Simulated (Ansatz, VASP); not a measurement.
# Ba3Si: VASP beside Ansatz

Contents of INCAR:

```
SYSTEM = Ba3Si
ALGO = Normal
EDIFF = 1E-7
EDIFFG = -0.04
ENCUT = 600
GGA = PE
IBRION = 2
ISIF = 3
ISMEAR = 0
LASPH = .True.
LCHARG = .False.
LREAL = .False.
LWAVE = .False.
NELM = 100
NSW = 90
PREC = Accurate
SIGMA = 0.1
```

KPOINTS

```
k-points
0
Gamma
  4 4 4
  0 0 0
```

Contents of POSCAR:

```
Ba3Si
1.0
    4.9996556270      0.0000000000      0.0000000000
    0.0000000000      4.9996556270      0.0000000000
    0.0000000000      0.0000000000      4.9996556270
Ba Si
3 1
Direct
    0.0000000000      0.5000000000      0.5000000000
    0.5000000000      0.0000000000      0.5000000000
    0.5000000000      0.5000000000      0.0000000000
    0.0000000000      0.0000000000      0.0000000000
```

Input for Ansatz:

```yaml
crystal:
  lattice:
    - [4.999655627, 0.0, 0.0]
    - [0.0, 4.999655627, 0.0]
    - [0.0, 0.0, 4.999655627]
  atoms:
    - { symbol: Ba, position: [0.0, 0.5, 0.5] }
    - { symbol: Ba, position: [0.5, 0.0, 0.5] }
    - { symbol: Ba, position: [0.5, 0.5, 0.0] }
    - { symbol: Si, position: [0.0, 0.0, 0.0] }
basis:
  ecutwfc: 420
kpoints:
  mp_grid: { grid: [4, 4, 4] }
hamiltonian:
  xc: pbe
scf:
  occupations: { method: gaussian, width: 0.1 }
  lower_state_search: "off"
output:
  forces: true
  stress: true
  eigenvalues: true
relax:
  adjacent_minimum: "off"
  f_tol: 0.04
  max_steps: 70
  cell: { stress_tol: 0.4 }
```

Alike in both runs: task relaxation of cell and atoms; functional PBE; k mesh 4 × 4 × 4; occupations gaussian, width 0.1 eV; no spin polarisation.

|  | VASP | Ansatz |
| --- | --- | --- |
| version | VASP 6.6.1 | Ansatz 0.2.0 |
| potentials or method | VASP PAW PBE potentials, release 64 (Ba_sv, Si), cutoff 600 eV | scalar-relativistic, plane waves, PAW |
| valence electrons in the cell | 34 | 34 |

VASP gave:

| Property | Result |
| --- | --- |
| gap on the k mesh at the Fermi level, each at its own relaxed structure (eV) | none |
| relaxed volume (Å³/atom) | 40.09 |
| relaxed cell length with the largest relative difference (Å) | 5.433 |

Task: Which values does Ansatz return?

Result: gap on the k mesh at the Fermi level, each at its own relaxed structure (eV): none; relaxed volume (Å³/atom): 39.10; relaxed cell length with the largest relative difference (Å): 5.388.

A gap of «none» marks a metal or a gap that the smearing closes.

Spin-orbit coupling is off throughout. Noted on VASP's run: the volume moved by over 15 % at a fixed basis, so the end points are rough.
